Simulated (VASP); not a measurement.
Write the native input for VASP 6.6.1 that does the following.

```yaml
Task: electric field gradients
Functional: PBE
Potentials_or_basis: VASP PAW PBE potentials, release 64 (Li_sv, H)
Cutoff: 520 eV
k_mesh: 11 × 11 × 11
Occupations: fermi-dirac, width 0.03 eV
Spin: no spin polarisation
Dipole_correction: no
Further_INCAR_settings: ALGO = Normal; EDIFF = 1e-08; NBANDS = 9
```

The structure of LiH lies in POSCAR:

```
LiH
1.0
    0.0000000000      2.0325000000      2.0325000000
    2.0325000000      0.0000000000      2.0325000000
    2.0325000000      2.0325000000      0.0000000000
Li H
1 1
Direct
    0.0000000000      0.0000000000      0.0000000000
    0.5000000000      0.5000000000      0.5000000000
```

The input as run:

INCAR

```
ALGO = Normal
EDIFF = 1E-8
ENCUT = 520
GGA = PE
ISIF = 2
ISMEAR = -1
LASPH = True
LCHARG = False
LEFG = True
LREAL = False
LWAVE = False
NBANDS = 9
NELM = 60
PREC = Accurate
SIGMA = 0.03
```

KPOINTS

```
k-points
0
Gamma
  11 11 11
```

Potentials or basis: VASP PAW PBE potentials, release 64 (Li_sv, H).

Run with:

```console
$ cat potpaw_PBE.64/Li_sv/POTCAR potpaw_PBE.64/H/POTCAR > POTCAR
$ mpirun -np 1 vasp_std > vasp.out
```

Results of the run:

```
Band gap on the k mesh : 3.20 eV, direct
```

Caveat: without QUAD_EFG the Cq values of the log hold for a quadrupole moment of 1 mb, not for the nuclei.

Wall time 7.1 s on 1 thread of Intel(R) Xeon(R) Platinum 8375C CPU @ 2.90GHz (Ice Lake), on a shared host, peak memory 0.13 GiB.
